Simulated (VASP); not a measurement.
Runs of VASP 6.6.1 on PbSe. The structure is hexagonal, space group P6_3/mmc (No. 194). Conventional cell: a = 5.174 Å, b = 5.174 Å, c = 6.213 Å, α = 90.00°, β = 90.00°, γ = 120.00°. Pb (site symmetry -6m2) has 5 Se at 2.99 to 3.11 Å within 3.9 Å. Se (site symmetry -6m2) has 5 Pb at 2.99 to 3.11 Å within 3.9 Å. 

```csv
k mesh,cutoff (eV),smearing,gap on the mesh (eV),pressure (GPa)
"6 × 6 × 4, shifted",550,gaussian 0.01 eV,(a),0.0
6 × 6 × 4,520,gaussian 0.05 eV,1.48,0.0
2 × 2 × 2,520,gaussian 0.01 eV,2.38,-0.8
6 × 6 × 4,520,gaussian 0.5 eV,1.48,0.0
6 × 6 × 4,520,gaussian 0.01 eV,1.48,0.0
```

Alike in all rows: task single point; level r2SCAN; potentials or basis VASP PAW PBE potentials, release 64 (Pb_d, Se); no spin polarisation; cell as given.

**Question.** Fill in the values left out.

**Answer.** (a) 1.90.

Caveats: some runs use coarse meshes; the PAW data sets were made with another functional, which shifts forces and pressure a little; spin-orbit coupling is left out, which moves the levels of the heavy elements; a shifted mesh leaves out Γ, where band edges can lie (at least some runs); so wide a smearing shifts energies and pressures (at least some runs).

A k mesh can miss the band edges, and the runs leave out spin-orbit coupling on Pb, Se.
